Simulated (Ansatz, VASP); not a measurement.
Two plane-wave programs on AlB2P3

```
Al B P
1.0
     2.82967    0.00000    0.00000
     0.00000    2.82967    0.00000
     0.00000    0.00000   11.14622
Al B P
1 2 3
Direct
  0.50000 0.50000 0.16024
  0.00000 0.00000 0.03445
  0.50000 0.50000 0.35305
  0.00000 0.00000 0.60158
  0.00000 0.00000 0.40365
  0.50000 0.50000 0.94703
```

Change from the starting cell: species swapped into the MnAl2Cr3 type (P4mm, No. 99).

Alike in both runs: task relaxation of cell and atoms; functional PBE; k mesh 14 × 14 × 4; occupations gaussian, width 0.1 eV; no spin polarisation.

|  | VASP | Ansatz |
| --- | --- | --- |
| version | VASP 6.6.1 | Ansatz 0.2.0 |
| potentials or method | VASP PAW PBE potentials, release 64 (Al, B, P), cutoff 600 eV | scalar-relativistic, plane waves, PAW |
| valence electrons in the cell | 24 | 24 |

```csv
,VASP,Ansatz,Ansatz less VASP
"gap on the k mesh at the Fermi level, each at its own relaxed structure (eV)",none,none,-
relaxed volume (Å³/atom),14.79,14.82,+0.031
relaxed cell length with the largest relative difference (Å),11.158,11.177,+0.0190
```

A gap of «none» marks a metal or a gap that the smearing closes.

Noted on VASP's run: too few bands were computed for a metal, which touches its energy and stress.
